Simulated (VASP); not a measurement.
# Ca2PtS3 (Cmmm) in VASP: notebook

The runs below take Ca2PtS3 through single point, relaxation of cell and atoms, with PBEsol.

Program: VASP 6.6.1. These are calculated values, not measurements. Logs are shortened: lines on timing, memory, paths and dates and some standing lists are left out, and cuts for length are marked.

### 1 The cell of the first run

Symmetry: Cmmm, No. 65, orthorhombic system. Conventional cell: a = 5.606 Å, b = 12.296 Å, c = 3.796 Å, α = 90.00°, β = 90.00°, γ = 90.00°. Ca (site symmetry m2m) has 5 S at 2.63 to 2.81 Å and 5 Ca at 3.63 to 3.80 Å and 4 Pt at 3.84 Å within 3.9 Å. Pt (site symmetry mmm) has 6 S at 2.45 to 2.80 Å within 3.2 Å. Within 3.2 Å of S (site symmetry m2m) lie 2 Pt at 2.45 Å and 3 Ca at 2.78 to 2.81 Å and 1 S at 3.11 Å. S (site symmetry mmm) has 4 Ca at 2.63 Å and 2 Pt at 2.80 Å within 3.5 Å.

### 2 Single point, PBEsol

Input file INCAR:

```
ALGO = Normal ; EDIFF = 1E-6
ENCUT = 520 ; GGA = PS
ISIF = 2 ; ISMEAR = -1
LASPH = True ; LCHARG = False
LREAL = False ; LWAVE = False
NBANDS = 33 ; NELM = 60
PREC = Accurate ; SIGMA = 0.03
```

Input file KPOINTS:

```
k-points
0
Gamma
  4 4 6
```

Input file POSCAR:

```
Ca2PtS3
1.0
    2.8027688950     -6.1478930948      0.0000000000
    2.8027688950      6.1478930948      0.0000000000
    0.0000000000      0.0000000000      3.7960714991
Ca Pt S
2 1 3
Direct
    0.6475597698      0.3524402302      0.5000000000
    0.3524402302      0.6475597698      0.5000000000
    0.0000000000      0.0000000000      0.0000000000
    0.1263330949      0.8736669051      0.5000000000
    0.8736669051      0.1263330949      0.5000000000
    0.5000000000      0.5000000000      0.0000000000
```

Potentials or basis: VASP PAW PBE potentials, release 64 (Ca_sv, Pt, S).

Command:

```console
$ cat potpaw_PBE.64/Ca_sv/POTCAR potpaw_PBE.64/Pt/POTCAR potpaw_PBE.64/S/POTCAR > POTCAR
$ mpirun -np 1 vasp_std > vasp.out
```

OUTCAR:

```text
EDIFF = 1E-6
   ENCUT = 520
   GGA = PS
   ISIF = 2
   ISMEAR = -1
   LASPH = True
   LREAL = False
   NELM = 60
   PREC = Accurate

 ion  position               nearest neighbor table
   1  0.648  0.352  0.500-   6 2.63   6 2.63   5 2.78   4 2.81   4 2.81
   2  0.352  0.648  0.500-   6 2.63   6 2.63   4 2.78   5 2.81   5 2.81
   3  0.000  0.000  0.000-   4 2.45   5 2.45   4 2.45   5 2.45   6 2.80   6 2.80
   4  0.126  0.874  0.500-   3 2.45   3 2.45   2 2.78   1 2.81   1 2.81
   5  0.874  0.126  0.500-   3 2.45   3 2.45   1 2.78   2 2.81   2 2.81
   6  0.500  0.500  0.000-   1 2.63   2 2.63   1 2.63   2 2.63   3 2.80   3 2.80

  LATTYP: Found a base centered orthorhombic cell.
 ALAT       =     5.6055377900
 B/A-ratio  =     2.1935069658
 C/A-ratio  =     0.6772002333

  Lattice vectors:

 A1 = (   2.8027688950,  -6.1478930948,   0.0000000000)
 A2 = (   2.8027688950,   6.1478930948,   0.0000000000)
 A3 = (   0.0000000000,   0.0000000000,   3.7960714991)

Analysis of symmetry for initial positions (statically):
=====================================================================
 Subroutine PRICEL returns:
 Original cell was already a primitive cell.

 Routine SETGRP: Setting up the symmetry group for a
 base centered orthorhombic supercell.

 Subroutine GETGRP returns: Found  8 space group operations
 (whereof  8 operations were pure point group operations)
 out of a pool of  8 trial point group operations.

The static configuration has the point symmetry D_2h.

Analysis of symmetry for dynamics (positions and initial velocities):
=====================================================================
 Subroutine PRICEL returns:
 Original cell was already a primitive cell.

 Routine SETGRP: Setting up the symmetry group for a
 base centered orthorhombic supercell.

 Subroutine GETGRP returns: Found  8 space group operations
 (whereof  8 operations were pure point group operations)
 out of a pool of  8 trial point group operations.

The dynamic configuration has the point symmetry D_2h.

 Subroutine INISYM returns: Found  8 space group operations
 (whereof  8 operations are pure point group operations),
 and found     1 'primitive' translations

----------------------------------------------------------------------------------------

                                     Primitive cell

  volume of cell :     130.8212

  direct lattice vectors                    reciprocal lattice vectors
     2.802768895 -6.147893095  0.000000000     0.178395015 -0.081328675  0.000000000
     2.802768895  6.147893095  0.000000000     0.178395015  0.081328675  0.000000000
     0.000000000  0.000000000  3.796071499     0.000000000  0.000000000  0.263430233

  length of vectors
     6.756633998  6.756633998  3.796071499     0.196059009  0.196059009  0.263430233

  position of ions in fractional coordinates (direct lattice)
     0.647559770  0.352440230  0.500000000
     0.352440230  0.647559770  0.500000000
     0.000000000  0.000000000  0.000000000
     0.126333095  0.873666905  0.500000000
     0.873666905  0.126333095  0.500000000
     0.500000000  0.500000000  0.000000000

  ion indices of the primitive-cell ions
   primitive index   ion index
                 1           1
                 2           2
                 3           3
                 4           4
                 5           5
                 6           6

----------------------------------------------------------------------------------------

 KPOINTS: k-points

Automatic generation of k-mesh.
 Grid dimensions read from file:
 generate k-points for:    4    4    6

 Generating k-lattice:

  Cartesian coordinates                     Fractional coordinates (reciprocal lattice)
     0.044598754 -0.020332169  0.000000000     0.250000000 -0.000000000  0.000000000
     0.044598754  0.020332169  0.000000000    -0.000000000  0.250000000  0.000000000
     0.000000000  0.000000000  0.043905039     0.000000000  0.000000000  0.166666667

  Length of vectors
     0.049014752  0.049014752  0.043905039

  Shift w.r.t. Gamma in fractional coordinates (k-lattice)
     0.000000000  0.000000000  0.000000000

 Subroutine IBZKPT returns following result:
 ===========================================

 Found     28 irreducible k-points:

 Following reciprocal coordinates:
            Coordinates               Weight
  0.000000  0.000000  0.000000      1.000000
  0.250000  0.000000  0.000000      4.000000
  0.500000  0.000000  0.000000      2.000000
  0.250000  0.250000  0.000000      2.000000
  0.500000  0.250000  0.000000      4.000000
 -0.250000  0.250000  0.000000      2.000000
[... 16 lines left out ...]
  0.250000  0.000000  0.500000      4.000000
  0.500000  0.000000  0.500000      2.000000
 [... further k-points ...]
   k-points           NKPTS =     28   k-points in BZ     NKDIM =     28   number of bands    NBANDS=     33
   number of dos      NEDOS =    301   number of ions     NIONS =      6
   total plane-waves  NPLWV =  70000
   dimension x,y,z NGX =    50 NGY =   50 NGZ =   28
   dimension x,y,z NGXF=   100 NGYF=  100 NGZF=   56
   ions per type =               2   1   3
   NGX,Y,Z   is equivalent  to a cutoff of  12.30, 12.30, 12.26 a.u.
   NGXF,Y,Z  is equivalent  to a cutoff of  24.60, 24.60, 24.52 a.u.
 SYSTEM =  unknown system
   PREC   = accura    normal or accurate (medium, high low for compatibility)
   ISTART =      0    job   : 0-new  1-cont  2-samecut
   ICHARG =      2    charge: 1-file 2-atom 10-const
   ISPIN  =      1    spin polarized calculation?
   LNONCOLLINEAR =      F non collinear calculations
   LSORBIT =      F    spin-orbit coupling
   LASPH  =      T    aspherical Exc in radial PAW
   ENCUT  =  520.0 eV  38.22 Ry    6.18 a.u.  12.56 12.56  7.06*2*pi/ulx,y,z
   NELM   =     60;   NELMIN=  2; NELMDL= -5     # of ELM steps
   EDIFF  = 0.1E-05   stopping-criterion for ELM
   LREAL  =      F    real-space projection
   EDIFFG = 0.1E-04   stopping-criterion for IOM
   NSW    =      0    number of steps for IOM
   IBRION =     -1    ionic relax: 0-MD 1-quasi-New 2-CG
   NFREE  =      0    steps in history (QN), initial steepest desc. (CG)
   ISIF   =      2    stress and relaxation
   ISYM   =      2    0-nonsym 1-usesym 2-fastsym
   POTIM  = 0.5000    time-step for ionic-motion
   TEBEG  =    0.0;   TEEND  =   0.0 temperature during run
   PSTRESS=    0.0 pullay stress
   NELECT =      48.0000    total number of electrons
   NUPDOWN=      -1.0000    fix difference up-down
   EMIN   =  10.00;   EMAX   =-10.00  energy-range for DOS
   EFERMI =   0.00;   METHOD = LEGACY
   ISMEAR =    -1;   SIGMA  =   0.03  broadening in eV -4-tet -1-fermi 0-gaus
   EFERMI_NEDOS =   21; number of points for ismear=-14 and -15
   IALGO  =     38    algorithm
   IMIX   =      4    mixing-type and parameters
     AMIX     =   0.40;   BMIX     =  1.00
     AMIX_MAG =   1.60;   BMIX_MAG =  1.00
  volume/ion in A,a.u.               =      21.80       147.14
  Fermi-wavevector in a.u.,A,eV,Ry     =   1.172004  2.214767 18.688886  1.373594
  Thomas-Fermi vector in A             =   2.308440
   LORBIT       =      0    0 simple, 1 ext, 2 COOP (PROOUT), +10 PAW based schemes
   GGA     = PS    functional components
   LHFCALC =     F    Hartree Fock is set to
   AEXX    =    0.0000 exact exchange contribution
   IVDW    =     0    specifies the selected vdW correction
   LEPSILON=     F    determine dielectric tensor
   LRPA    =     F    only Hartree local field effects (RPA)
 non-spin polarized calculation
  energy-cutoff  :      520.00
  volume of cell :      130.82
 maximum number of plane-waves:      3560
   NGX = 25   NGY = 25   NGZ = 15

 number of electron      47.9999994 magnetization

 Free energy of the ion-electron system (eV)
  ---------------------------------------------------
  ext. energy  EPLUGINS =         0.00000000
  ---------------------------------------------------
  free energy    TOTEN  =       -31.70275159 eV

  energy without entropy =      -31.69261617  energy(sigma->0) =      -31.69768388

 E-fermi :   5.2945     XC(G=0):  -9.8258

 val. band max:        5.2854970123   @ k =   0.5000   0.2500   0.1667
 cond. band min:       5.3008218160   @ k =   0.5000   0.0000   0.1667
 fundamental gap:      0.0153248037
 Fermi energy:         5.2944881538

 k-point     1 :       0.0000    0.0000    0.0000
  band No.  band energies     occupation
      1     -35.4650      2.00000
      2     -35.4475      2.00000
      3     -16.7340      2.00000
      4     -16.6381      2.00000
      5     -16.6088      2.00000
      6     -16.6071      2.00000
[... 25 lines left out ...]
     32       9.3262      0.00000
     33       9.5265      0.00000

 k-point     2 :       0.2500    0.0000    0.0000
  band No.  band energies     occupation
      1     -35.4630      2.00000
      2     -35.4494      2.00000
      3     -16.7298      2.00000
      4     -16.6356      2.00000
      5     -16.6242      2.00000
      6     -16.6112      2.00000
[... 25 lines left out ...]
     32       9.3771      0.00000
     33       9.5540      0.00000

 k-point     3 :       0.5000    0.0000    0.0000
  band No.  band energies     occupation
      1     -35.4602      2.00000
      2     -35.4521      2.00000
      3     -16.7267      2.00000
      4     -16.6378      2.00000
      5     -16.6325      2.00000
      6     -16.6141      2.00000
[... 25 lines left out ...]
     32       9.4478      0.00000
     33       9.5367      0.00000

 k-point     4 :       0.2500    0.2500    0.0000
  band No.  band energies     occupation
      1     -35.4602      2.00000
      2     -35.4521      2.00000
      3     -16.7288      2.00000
      4     -16.6325      2.00000
      5     -16.6282      2.00000
      6     -16.6141      2.00000
[... 673 lines left out ...]
     32       9.1278      0.00000
     33       9.6391      0.00000

 k-point    23 :       0.2500    0.0000    0.5000
  band No.  band energies     occupation
      1     -35.4541      2.00000
      2     -35.4411      2.00000
      3     -16.8019      2.00000
      4     -16.7418      2.00000
      5     -16.6815      2.00000
      6     -16.6086      2.00000
[... 25 lines left out ...]
     32       9.7449      0.00000
     33      10.1293      0.00000

 k-point    24 :       0.5000    0.0000    0.5000
  band No.  band energies     occupation
      1     -35.4513      2.00000
      2     -35.4438      2.00000
      3     -16.7975      2.00000
      4     -16.7457      2.00000
      5     -16.6810      2.00000
      6     -16.6191      2.00000
[... 25 lines left out ...]
     32       9.7685      0.00000
     33      10.0354      0.00000

 [... further k-points ...]

------------------------ aborting loop because EDIFF is reached ----------------------------------------

  FORCE on cell =-STRESS in cart. coord.  units (eV):
  Direction    XX          YY          ZZ          XY          YZ          ZX
  --------------------------------------------------------------------------------------
  -------------------------------------------------------------------------------------
  Total        0.0950553      0.1389986      0.0489255      0.0000000      0.0000000      0.0000000
  in kB        1.1641494      1.7023271      0.5991943      0.0000000      0.0000000      0.0000000
  external PRESSURE =       1.1552236 kB  Pullay stress =       0.0000000 kB

 VOLUME and BASIS-vectors are now :
 -----------------------------------------------------------------------------
  energy-cutoff  :      520.00
  volume of cell :      130.82
      direct lattice vectors                 reciprocal lattice vectors
     2.802768895 -6.147893095  0.000000000     0.178395015 -0.081328675  0.000000000
     2.802768895  6.147893095  0.000000000     0.178395015  0.081328675  0.000000000
     0.000000000  0.000000000  3.796071499     0.000000000  0.000000000  0.263430233

 POSITION                                       TOTAL-FORCE (eV/Angst)
 -----------------------------------------------------------------------------------
      2.80277     -1.81436      1.89804        -0.000000     -0.007930     -0.000000
      2.80277      1.81436      1.89804        -0.000000      0.007930     -0.000000
      0.00000      0.00000      0.00000        -0.000000      0.000000     -0.000000
      2.80277      4.59453      1.89804        -0.000000      0.012173      0.000000
      2.80277     -4.59453      1.89804        -0.000000     -0.012173     -0.000000
      2.80277      0.00000      0.00000         0.000000     -0.000000     -0.000000
 -----------------------------------------------------------------------------------
    total drift:                               -0.000000      0.000000      0.000000

  FREE ENERGIE OF THE ION-ELECTRON SYSTEM (eV)
  ---------------------------------------------------
  free  energy   TOTEN  =       -31.7027515910 eV

  energy  without entropy=      -31.6926161694  energy(sigma->0) =      -31.69768388
```

Wall time 66 s (1 thread of AMD EPYC 9R45 (Zen 5), shared host); peak memory 0.29 GiB.

What came out:

- Free energy: -31.7028 eV
- Pressure: 0.1 GPa
- Largest force: 0.012 eV/Å
- Band gap on the k mesh: zero (bands 24 and 25 overlap by 1.14 eV)

Forces in eV/Å, atoms in the order of the input:
```
Ca   0.000 -0.008  0.000
Ca   0.000  0.008  0.000
Pt   0.000  0.000  0.000
S    0.000  0.012  0.000
S    0.000 -0.012  0.000
S    0.000  0.000  0.000
```

Caveat: the PAW data sets were made with another functional, which shifts forces and pressure a little; spin-orbit coupling is left out, which moves the levels of the heavy elements.

### 3 Relaxation of cell and atoms, PBEsol

This run uses another cell than the first one, of 27.01 Å³/atom.

Input file INCAR:

```
SYSTEM = Ca2PtS3
PREC = Accurate
ENCUT = 600
EDIFF = 1E-6
ISMEAR = -1
SIGMA = 0.03
LREAL = .FALSE.
LASPH = .TRUE.
NELM = 100
ALGO = Normal
ISIF = 3
LWAVE = .FALSE.
LCHARG = .FALSE.
GGA = PS
IBRION = 2
NSW = 100
EDIFFG = -0.01
```

Input file KPOINTS:

```
Automatic mesh
0
G
  4 4 6
  0 0 0
```

Input file POSCAR:

```
Ca2PtS3
1.0
    2.8972192300     -6.1295880600      0.0000000000
    2.8972192300      6.1295880600      0.0000000000
    0.0000000000      0.0000000000      4.5626069300
Ca Pt S
2 1 3
Direct
    0.6549724600      0.3450275400      0.5000000000
    0.3450275400      0.6549724600      0.5000000000
    0.0000000000      0.0000000000      0.0000000000
    0.1453886500      0.8546113500      0.5000000000
    0.8546113500      0.1453886500      0.5000000000
    0.5000000000      0.5000000000      0.0000000000
```

Potentials or basis: VASP PAW PBE potentials, release 64 (Ca_sv, Pt, S).

Command:

```console
$ cat potpaw_PBE.64/Ca_sv/POTCAR potpaw_PBE.64/Pt/POTCAR potpaw_PBE.64/S/POTCAR > POTCAR
$ mpirun -np 1 vasp_std > vasp.out
```

Wall time 12 min (1 thread of AMD EPYC 9R45 (Zen 5), shared host); peak memory 0.4 GiB.

Results (log left out):

| Quantity | Value |
| --- | --- |
| Free energy | -31.7065 eV |
| Relaxed volume | 21.85 Å³/atom |
| Relaxed cell | a = 6.763 Å, b = 6.763 Å, c = 3.798 Å, α = 90.00°, β = 90.00°, γ = 130.98° |
| Space group after relaxing (to 0.1 Å) | Cmmm (No. 65) |
| Energy gained by relaxing | 416.0 meV/atom |
| Ionic steps | 14 |
| Pressure after relaxing | 0.0 GPa |
| Largest force after relaxing | 0.006 eV/Å |
| Band gap on the k mesh | zero (bands 24 and 25 overlap by 1.13 eV) |

Forces on the atoms (eV/Å):
```
Ca   0.000  0.000  0.000
Ca   0.000  0.000  0.000
Pt   0.000  0.000  0.000
S    0.000 -0.006  0.000
S    0.000  0.006  0.000
S    0.000  0.000  0.000
```

Step by step:
```tsv
step	energy change (eV)	largest force (eV/Å)	pressure (GPa)	volume (Å³)
1	0.0000	2.7598	-6.76	162.05
2	-2.0881	0.8504	-2.18	136.27
3	-2.1720	0.4960	0.59	131.13
4	-2.3917	0.3121	0.14	130.85
5	-2.4605	0.5699	0.95	130.35
6	-2.4619	0.5017	0.75	130.44
7	-2.4621	0.5230	0.81	130.41
8	-2.4844	0.1765	-0.88	132.95
9	-2.4844	0.1829	-0.86	132.90
10	-2.4958	0.0371	-0.06	131.39
11	-2.4958	0.0282	-0.01	131.30
12	-2.4961	0.0075	-0.03	131.21
13	-2.4961	0.0045	-0.04	131.22
14	-2.4961	0.0057	0.03	131.11
```

Final structure:
```
CELL_PARAMETERS angstrom
2.80521 -6.15324 0.00000
2.80521 6.15324 0.00000
0.00000 0.00000 3.79770
ATOMIC_POSITIONS crystal
Ca 0.64761 0.35239 0.50000
Ca 0.35239 0.64761 0.50000
Pt 0.00000 0.00000 0.00000
S 0.12612 0.87388 0.50000
S 0.87388 0.12612 0.50000
S 0.50000 0.50000 0.00000
```

Levels at points of the mesh, in eV from the Fermi level:
```csv
k point,band 22,band 23,band 24,band 25,band 26,band 27
"(0.00, 0.00, 0.00)",-2.09,-1.74,-1.48,0.46,1.33,2.27
"(0.50, 0.00, 0.00)",-1.90,-1.54,0.81,0.85,1.09,2.49
"(0.50, 0.50, 0.00)",-2.21,-1.96,-1.02,1.04,1.42,1.86
"(0.00, 0.00, 0.50)",-2.89,-2.01,-0.93,0.74,0.78,1.70
"(0.50, 0.00, 0.50)",-2.05,-1.53,0.54,0.68,1.81,1.85
"(0.50, 0.50, 0.50)",-2.58,-1.96,-1.41,0.45,1.86,1.93
```

Caveat: the volume moved by over 15 % at a fixed basis, so the end points are rough; the PAW data sets were made with another functional, which shifts forces and pressure a little; spin-orbit coupling is left out, which moves the levels of the heavy elements.
